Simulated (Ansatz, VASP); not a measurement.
## Sn3GeSe: VASP beside Ansatz

```
Sn Ge Se
1.0
     3.58913    2.07218    3.03733
    -3.58913    2.07218    3.03733
     0.00000   -4.14437    3.03733
Sn Ge Se
3 1 1
Direct
  0.50693 0.99874 0.50693
  0.50693 0.50693 0.99874
  0.99874 0.50693 0.50693
  0.01000 0.01000 0.01000
  0.53943 0.53943 0.53943
```

Change from the starting cell: species swapped into the CsGeI3 type (R3m, No. 160).

Alike in both runs: task relaxation of cell and atoms; functional PBE; k mesh 3 × 3 × 3; occupations gaussian, width 0.1 eV; no spin polarisation.

|  | VASP | Ansatz |
| --- | --- | --- |
| version | VASP 6.6.1 | Ansatz 0.2.0 |
| potentials or method | VASP PAW PBE potentials, release 64 (Sn_d, Ge_d, Se), cutoff 600 eV | scalar-relativistic, plane waves, PAW |
| valence electrons in the cell | 62 | 72 |

VASP gave:

| Property | Result |
| --- | --- |
| gap on the k mesh at the Fermi level, each at its own relaxed structure (eV) | 0.15 |
| relaxed volume (Å³/atom) | 33.68 |
| relaxed length of the cell vector where the two differ most in proportion (Å) | 5.855 |

Task: Estimate Ansatz's values.

Result: gap on the k mesh at the Fermi level, each at its own relaxed structure (eV): 0.16; relaxed volume (Å³/atom): 33.62; relaxed length of the cell vector where the two differ most in proportion (Å): 5.852.

VASP's potentials hold 62 valence electrons a cell and Ansatz's 72, so a difference there can come from the potentials and not from the codes.

Noted on VASP's run: the volume moved by over 15 % at a fixed basis, so the end points are rough.
